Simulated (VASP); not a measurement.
Set up this calculation in VASP 6.6.1, as the native input.

```yaml
Task: single point
Functional: PBE
Potentials_or_basis: VASP PAW PBE potentials, release 64 (Fe, O)
Cutoff: 520 eV
k_mesh: 10 × 10 × 6
Occupations: gaussian, width 0.02 eV
Spin: collinear spin, antiferromagnetic start
Starting_moments: "[-3.74, 3.74, 0.0, 0.0] μB"
Hubbard_terms: Fe d U = 5.3 eV
Dipole_correction: no
Further_INCAR_settings: ALGO = Normal; EDIFF = 1e-07; NBANDS = 26
```

The structure of FeO lies in POSCAR:

```
FeO
1.0
    2.6529231604     -1.6241342783      0.0247482073
    2.6529231604      1.6241342783      0.0247482073
   -1.3147081794      0.0000000000      5.0547240432
Fe O
2 2
Direct
    0.5000000000      0.5000000000      0.5000000000
    0.0000000000      0.0000000000      0.0000000000
    0.7500000000      0.7500000000      0.2500000000
    0.2500000000      0.2500000000      0.7500000000
```

The input as run:

INCAR

```
SYSTEM = FeO
ALGO     = Normal         ! electronic algorithm
EDIFF    = 1E-7           ! SCF threshold, eV
ENCUT    = 520            ! plane-wave cutoff, eV
GGA      = PE             ! functional
ISIF     = 2              ! what is computed and relaxed
ISMEAR   = 0              ! smearing method
ISPIN    = 2              ! spin polarisation
LASPH    = .TRUE.         ! aspherical terms in the spheres
LCHARG   = .TRUE.         ! write CHGCAR
LDAU     = .TRUE.         ! DFT+U
LDAUJ    = 0 0          
LDAUL    = 2 -1           ! shell
LDAUPRINT= 1            
LDAUTYPE = 2            
LDAUU    = 5.3 0          ! U, eV
LELF     = .TRUE.         ! ELF
LMAXMIX  = 4              ! l up to which the mixer works
LORBIT   = 11             ! projections on sites
LREAL    = .FALSE.        ! projectors in reciprocal space
LVHAR    = .TRUE.       
LWAVE    = .FALSE.        ! write WAVECAR
MAGMOM   = -3.74 3.74 0 0 ! initial moments
NBANDS   = 26             ! bands
NELM     = 150            ! most SCF steps
PREC     = Accurate       ! precision mode
SIGMA    = 0.02           ! smearing width, eV
```

KPOINTS

```
k-points
0
G
  10 10 6
  0 0 0
```

Potentials or basis: VASP PAW PBE potentials, release 64 (Fe, O).

The run is started by

```bash
$ cat potpaw_PBE.64/Fe/POTCAR potpaw_PBE.64/O/POTCAR > POTCAR
$ mpirun -np 1 vasp_std > vasp.out
```

Results of the run:

| Quantity | Value |
| --- | --- |
| Pressure | -4.1 GPa |
| Band gap on the k mesh | 2.14 eV |
| Net moment | 0.00 μB per cell |
| Site moments | Fe -3.76, +3.76; O +0.00 μB |
| Valence electrons inside the program's atomic spheres | Fe 6.71; O 5.00 |

Caveat: the cell stands under tension.

Wall time 23 min on 1 thread of Intel Xeon 8259CL, with other jobs on the host, peak memory 0.39 GiB.
